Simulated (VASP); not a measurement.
# MgO (Fm-3m) in VASP: notebook

Aim: see how the results for MgO move with the level of theory and the settings. Levels: PBE, HSE06. Tasks: single point.

Everything below comes from runs of VASP 6.6.1. Logs are shortened: lines on timing, memory, paths and dates and some standing lists are left out, and cuts for length are marked.

## 1. The cell of the first run

It takes space group Fm-3m (No. 225, cubic). Conventional cell: a = 4.204 Å, b = 4.204 Å, c = 4.204 Å, α = 90.00°, β = 90.00°, γ = 90.00°. Within 2.8 Å of Mg (site symmetry m-3m) lie 6 O at 2.10 Å. Within 2.8 Å of O (site symmetry m-3m) lie 6 Mg at 2.10 Å.

## 2. Single point, PBE

File INCAR:

```
SYSTEM = MgO
ALGO = Normal
EDIFF = 1E-7
ENCUT = 520
GGA = PE
ISIF = 2
ISMEAR = 0
LASPH = .TRUE.
LCHARG = .FALSE.
LREAL = .FALSE.
LWAVE = .FALSE.
NBANDS = 11
NELM = 60
PREC = Accurate
SIGMA = 0.01
```

File KPOINTS:

```
k-points
0
G
  8 8 8
  0 0 0
```

File POSCAR:

```
MgO
1.0
    0.0000000000      2.1021674168      2.1021674168
    2.1021674168      0.0000000000      2.1021674168
    2.1021674168      2.1021674168      0.0000000000
Mg O
1 1
Direct
    0.0000000000      0.0000000000      0.0000000000
    0.5000000000      0.5000000000      0.5000000000
```

Potentials or basis: VASP PAW PBE potentials, release 64 (Mg, O).

Started as:

```console
> cat potpaw_PBE.64/Mg/POTCAR potpaw_PBE.64/O/POTCAR > POTCAR
> mpirun -np 1 vasp_std > vasp.out
```

OUTCAR:

```text
SYSTEM = MgO
   EDIFF = 1E-7
   ENCUT = 520
   GGA = PE
   ISIF = 2
   ISMEAR = 0
   LASPH = .TRUE.
   LREAL = .FALSE.
   NELM = 60
   PREC = Accurate

 ion  position               nearest neighbor table
   1  0.000  0.000  0.000-   2 2.10   2 2.10   2 2.10   2 2.10   2 2.10   2 2.10
   2  0.500  0.500  0.500-   1 2.10   1 2.10   1 2.10   1 2.10   1 2.10   1 2.10

  LATTYP: Found a face centered cubic cell.
 ALAT       =     4.2043348336

  Lattice vectors:

 A1 = (   0.0000000000,   2.1021674168,   2.1021674168)
 A2 = (   2.1021674168,   0.0000000000,   2.1021674168)
 A3 = (   2.1021674168,   2.1021674168,   0.0000000000)

Analysis of symmetry for initial positions (statically):
=====================================================================
 Subroutine PRICEL returns:
 Original cell was already a primitive cell.

 Routine SETGRP: Setting up the symmetry group for a
 face centered cubic supercell.

 Subroutine GETGRP returns: Found 48 space group operations
 (whereof 48 operations were pure point group operations)
 out of a pool of 48 trial point group operations.

The static configuration has the point symmetry O_h .

Analysis of symmetry for dynamics (positions and initial velocities):
=====================================================================
 Subroutine PRICEL returns:
 Original cell was already a primitive cell.

 Routine SETGRP: Setting up the symmetry group for a
 face centered cubic supercell.

 Subroutine GETGRP returns: Found 48 space group operations
 (whereof 48 operations were pure point group operations)
 out of a pool of 48 trial point group operations.

The dynamic configuration has the point symmetry O_h .

 Subroutine INISYM returns: Found 48 space group operations
 (whereof 48 operations are pure point group operations),
 and found     1 'primitive' translations

----------------------------------------------------------------------------------------

                                     Primitive cell

  volume of cell :      18.5794

  direct lattice vectors                    reciprocal lattice vectors
     0.000000000  2.102167417  2.102167417    -0.237849753  0.237849753  0.237849753
     2.102167417  0.000000000  2.102167417     0.237849753 -0.237849753  0.237849753
     2.102167417  2.102167417  0.000000000     0.237849753  0.237849753 -0.237849753

  length of vectors
     2.972913671  2.972913671  2.972913671     0.411967856  0.411967856  0.411967856

  position of ions in fractional coordinates (direct lattice)
     0.000000000  0.000000000  0.000000000
     0.500000000  0.500000000  0.500000000

  ion indices of the primitive-cell ions
   primitive index   ion index
                 1           1
                 2           2

----------------------------------------------------------------------------------------

 KPOINTS: k-points

Automatic generation of k-mesh.
 Grid dimensions read from file:
 generate k-points for:    8    8    8

 Generating k-lattice:

  Cartesian coordinates                     Fractional coordinates (reciprocal lattice)
    -0.029731219  0.029731219  0.029731219     0.125000000  0.000000000  0.000000000
     0.029731219 -0.029731219  0.029731219     0.000000000  0.125000000  0.000000000
     0.029731219  0.029731219 -0.029731219     0.000000000  0.000000000  0.125000000

  Length of vectors
     0.051495982  0.051495982  0.051495982

  Shift w.r.t. Gamma in fractional coordinates (k-lattice)
     0.000000000  0.000000000  0.000000000

 Subroutine IBZKPT returns following result:
 ===========================================

 Found     29 irreducible k-points:

 Following reciprocal coordinates:
            Coordinates               Weight
  0.000000  0.000000  0.000000      1.000000
  0.125000  0.000000  0.000000      8.000000
  0.250000  0.000000  0.000000      8.000000
  0.375000  0.000000  0.000000      8.000000
  0.500000  0.000000  0.000000      4.000000
  0.125000  0.125000  0.000000      6.000000
[... 16 lines left out ...]
  0.500000  0.250000  0.125000     48.000000
 -0.375000  0.250000  0.125000     24.000000
 [... further k-points ...]
   k-points           NKPTS =     29   k-points in BZ     NKDIM =     29   number of bands    NBANDS=     11
   number of dos      NEDOS =    301   number of ions     NIONS =      2
   total plane-waves  NPLWV =  13824
   dimension x,y,z NGX =    24 NGY =   24 NGZ =   24
   dimension x,y,z NGXF=    48 NGYF=   48 NGZF=   48
   ions per type =               1   1
   NGX,Y,Z   is equivalent  to a cutoff of  13.42, 13.42, 13.42 a.u.
   NGXF,Y,Z  is equivalent  to a cutoff of  26.84, 26.84, 26.84 a.u.
 SYSTEM =  MgO
   PREC   = accura    normal or accurate (medium, high low for compatibility)
   ISTART =      0    job   : 0-new  1-cont  2-samecut
   ICHARG =      2    charge: 1-file 2-atom 10-const
   ISPIN  =      1    spin polarized calculation?
   LNONCOLLINEAR =      F non collinear calculations
   LSORBIT =      F    spin-orbit coupling
   LASPH  =      T    aspherical Exc in radial PAW
   ENCUT  =  520.0 eV  38.22 Ry    6.18 a.u.   5.53  5.53  5.53*2*pi/ulx,y,z
   NELM   =     60;   NELMIN=  2; NELMDL= -5     # of ELM steps
   EDIFF  = 0.1E-06   stopping-criterion for ELM
   LREAL  =      F    real-space projection
   EDIFFG = 0.1E-05   stopping-criterion for IOM
   NSW    =      0    number of steps for IOM
   IBRION =     -1    ionic relax: 0-MD 1-quasi-New 2-CG
   NFREE  =      0    steps in history (QN), initial steepest desc. (CG)
   ISIF   =      2    stress and relaxation
   ISYM   =      2    0-nonsym 1-usesym 2-fastsym
   POTIM  = 0.5000    time-step for ionic-motion
   TEBEG  =    0.0;   TEEND  =   0.0 temperature during run
   PSTRESS=    0.0 pullay stress
   NELECT =       8.0000    total number of electrons
   NUPDOWN=      -1.0000    fix difference up-down
   EMIN   =  10.00;   EMAX   =-10.00  energy-range for DOS
   EFERMI =   0.00;   METHOD = LEGACY
   ISMEAR =     0;   SIGMA  =   0.01  broadening in eV -4-tet -1-fermi 0-gaus
   EFERMI_NEDOS =   21; number of points for ismear=-14 and -15
   IALGO  =     38    algorithm
   IMIX   =      4    mixing-type and parameters
     AMIX     =   0.40;   BMIX     =  1.00
     AMIX_MAG =   1.60;   BMIX_MAG =  1.00
  volume/ion in A,a.u.               =       9.29        62.69
  Fermi-wavevector in a.u.,A,eV,Ry     =   1.236216  2.336109 20.792816  1.528229
  Thomas-Fermi vector in A             =   2.370833
   LORBIT       =      0    0 simple, 1 ext, 2 COOP (PROOUT), +10 PAW based schemes
   GGA     = PE    functional components
   LHFCALC =     F    Hartree Fock is set to
   AEXX    =    0.0000 exact exchange contribution
   IVDW    =     0    specifies the selected vdW correction
   LEPSILON=     F    determine dielectric tensor
   LRPA    =     F    only Hartree local field effects (RPA)
 non-spin polarized calculation
 Gauss-broadening in eV      SIGMA  =   0.01
  energy-cutoff  :      520.00
  volume of cell :       18.58
 maximum number of plane-waves:       531
 NGX is ok and might be reduce to    24
   NGX = 11   NGY = 11   NGZ = 11

 number of electron       8.0000004 magnetization

 Free energy of the ion-electron system (eV)
  ---------------------------------------------------
  ext. energy  EPLUGINS =         0.00000000
  ---------------------------------------------------
  free energy    TOTEN  =       -11.90255426 eV

  energy without entropy =      -11.90255426  energy(sigma->0) =      -11.90255426

 E-fermi :   3.2886     XC(G=0): -11.1048

 val. band max:        3.2283855844   @ k =   0.0000   0.0000   0.0000
 cond. band min:       8.0086720155   @ k =   0.0000   0.0000   0.0000
 fundamental gap:      4.7802864311
 Fermi energy:         3.2886396020

 k-point     1 :       0.0000    0.0000    0.0000
  band No.  band energies     occupation
      1     -14.0635      2.00000
      2       3.2284      2.00000
      3       3.2284      2.00000
      4       3.2284      2.00000
      5       8.0087      0.00000
      6      19.0594      0.00000
      7      19.0594      0.00000
      8      19.0594      0.00000
      9      22.9907      0.00000
     10      24.7714      0.00000
     11      24.7714      0.00000

 k-point     2 :       0.1250    0.0000    0.0000
  band No.  band energies     occupation
      1     -13.8984      2.00000
      2       2.2722      2.00000
      3       3.1243      2.00000
      4       3.1243      2.00000
      5       8.9224      0.00000
      6      17.3787      0.00000
      7      19.4217      0.00000
      8      19.4217      0.00000
      9      23.8133      0.00000
     10      23.8133      0.00000
     11      25.1708      0.00000

 k-point     3 :       0.2500    0.0000    0.0000
  band No.  band energies     occupation
      1     -13.4700      2.00000
      2       0.5593      2.00000
      3       2.8845      2.00000
      4       2.8845      2.00000
      5      10.3672      0.00000
      6      15.8394      0.00000
      7      19.9271      0.00000
      8      19.9271      0.00000
      9      23.4230      0.00000
     10      23.4230      0.00000
     11      25.3119      0.00000

 k-point     4 :       0.3750    0.0000    0.0000
  band No.  band energies     occupation
      1     -12.9865      2.00000
      2      -0.8581      2.00000
      3       2.6590      2.00000
      4       2.6590      2.00000
      5      11.0703      0.00000
      6      15.6608      0.00000
      7      19.7627      0.00000
      8      19.7627      0.00000
      9      24.5178      0.00000
     10      24.7408      0.00000
     11      24.7408      0.00000
[... 239 lines left out ...]
 k-point    22 :       0.3750    0.2500    0.1250
  band No.  band energies     occupation
      1     -13.1631      2.00000
      2       0.2001      2.00000
      3       2.0695      2.00000
      4       2.6087      2.00000
      5      11.7770      0.00000
      6      14.7394      0.00000
      7      18.3714      0.00000
      8      20.8400      0.00000
      9      21.3927      0.00000
     10      25.7345      0.00000
     11      29.1505      0.00000

 k-point    23 :       0.5000    0.2500    0.1250
  band No.  band energies     occupation
      1     -12.7825      2.00000
      2      -0.4961      2.00000
      3       1.4908      2.00000
      4       2.3548      2.00000
      5      12.7707      0.00000
      6      14.9219      0.00000
      7      17.2105      0.00000
      8      20.4405      0.00000
      9      22.9747      0.00000
     10      25.7088      0.00000
     11      29.3430      0.00000

 k-point    24 :      -0.3750    0.2500    0.1250
  band No.  band energies     occupation
      1     -12.6132      2.00000
      2      -0.7926      2.00000
      3       1.2822      2.00000
      4       2.2348      2.00000
      5      12.9400      0.00000
      6      15.4813      0.00000
      7      16.7782      0.00000
      8      20.1945      0.00000
      9      23.8201      0.00000
     10      25.3818      0.00000
     11      29.4786      0.00000

 [... further k-points ...]
[... 5 lines left out ...]
  --------------------------------------------------------------------------------------
  -------------------------------------------------------------------------------------
  Total        0.5683982      0.5683982      0.5683982      0.0000000     -0.0000000     -0.0000000
  in kB       49.0152711     49.0152711     49.0152711      0.0000000     -0.0000000     -0.0000000
  external PRESSURE =      49.0152711 kB  Pullay stress =       0.0000000 kB

 VOLUME and BASIS-vectors are now :
 -----------------------------------------------------------------------------
  energy-cutoff  :      520.00
  volume of cell :       18.58
      direct lattice vectors                 reciprocal lattice vectors
     0.000000000  2.102167417  2.102167417    -0.237849753  0.237849753  0.237849753
     2.102167417  0.000000000  2.102167417     0.237849753 -0.237849753  0.237849753
     2.102167417  2.102167417  0.000000000     0.237849753  0.237849753 -0.237849753

 POSITION                                       TOTAL-FORCE (eV/Angst)
 -----------------------------------------------------------------------------------
      0.00000      0.00000      0.00000        -0.000000      0.000000      0.000000
      2.10217      2.10217      2.10217         0.000000     -0.000000      0.000000
 -----------------------------------------------------------------------------------
    total drift:                               -0.000000     -0.000000      0.000000

  FREE ENERGIE OF THE ION-ELECTRON SYSTEM (eV)
  ---------------------------------------------------
  free  energy   TOTEN  =       -11.9025542633 eV

  energy  without entropy=      -11.9025542633  energy(sigma->0) =      -11.90255426
```

Wall time 5.6 s (1 thread of Intel Xeon 6975P-C, shared host); peak memory 0.14 GiB.

Results:

```
Free energy            : -11.9026 eV
Pressure               : 4.9 GPa
Band gap on the k mesh : 4.78 eV, direct
```

Expect the measured gap to be larger: semilocal functionals such as PBE lack the derivative discontinuity.

## 3. Single point, PBE

File INCAR:

```
PREC = Accurate
ENCUT = 520
EDIFF = 1E-6
ISMEAR = 0
SIGMA = 0.01
LREAL = False
LASPH = True
NELM = 60
ALGO = Normal
ISIF = 2
LWAVE = False
LCHARG = False
GGA = PE
NBANDS = 11
```

File KPOINTS:

```
Automatic mesh
0
Gamma
  8 8 8
```

POSCAR is that of step 2.

Potentials or basis: VASP PAW PBE potentials, release 64 (Mg, O).

Started as:

```console
> cat potpaw_PBE.64/Mg/POTCAR potpaw_PBE.64/O/POTCAR > POTCAR
> mpirun -np 1 vasp_std > vasp.out
```

Wall time 4.6 s (1 thread of Intel Xeon 6975P-C, shared host); peak memory 0.14 GiB.

Results (log left out):

```yaml
Free_energy: -11.9026 eV
Pressure: 4.9 GPa
Band_gap_on_the_k_mesh: 4.78 eV, direct
```

Levels at points of the mesh, in eV from the valence-band top:
```csv
k point,band 1,band 2,band 3,band 4,band 5,band 6,band 7,band 8,band 9
"(0.00, 0.00, 0.00)",-17.29,0.00,0.00,0.00,4.78,15.83,15.83,15.83,19.76
"(0.50, 0.00, 0.00)",-15.99,-4.64,-0.66,-0.66,7.93,12.67,16.37,16.37,20.97
"(0.50, 0.50, 0.00)",-15.73,-4.11,-1.36,-1.36,9.13,10.03,13.16,19.06,19.06
```

PBE gaps usually lie below the measured ones, often by a third to a half.

(Part 1 of 3 ends here.)
